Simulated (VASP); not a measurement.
BN, 2 atoms in the cell. Symmetry: I-4m2, No. 119, tetragonal system. Conventional cell: a = 2.552 Å, b = 2.552 Å, c = 3.748 Å, α = 90.00°, β = 90.00°, γ = 90.00°. B (site symmetry -4m2) has 4 N at 1.58 Å within 2.1 Å. Within 2.1 Å of N (site symmetry -4m2) lie 4 B at 1.58 Å.  This cell differs from its parent crystal: uniaxial z strain +3.8%.

- Program: VASP 6.6.1
- Task: single point
- Functional: r2SCAN
- Potentials or basis: VASP PAW PBE potentials, release 64 (B_h, N_h)
- Cutoff: 910 eV
- k mesh: 12 × 12 × 12
- Occupations: gaussian, width 0.01 eV
- Spin: no spin polarisation
- Dipole correction: no
- Second run: hard_potentials
- Further INCAR settings: ALGO = Normal; EDIFF = 1e-06; NBANDS = 11

Potentials or basis: VASP PAW PBE potentials, release 64 (B_h, N_h).

The run is started by

```sh
$ cat potpaw_PBE.64/B_h/POTCAR potpaw_PBE.64/N_h/POTCAR > POTCAR
$ cp INCAR.step1 INCAR
$ mpirun -np 1 vasp_std > vasp.out
$ cp INCAR.step2 INCAR
$ mpirun -np 1 vasp_std > vasp.out
```

Hardware: 1 thread of Intel(R) Xeon(R) 6975P-C (Granite Rapids), with other jobs on the host.

**Question.** Estimate the wall time of this run.

**Answer.** Run time: 88 s on 1 thread of Intel(R) Xeon(R) 6975P-C (Granite Rapids), on a shared host, peak memory 0.19 GiB. Counts: k points 163.
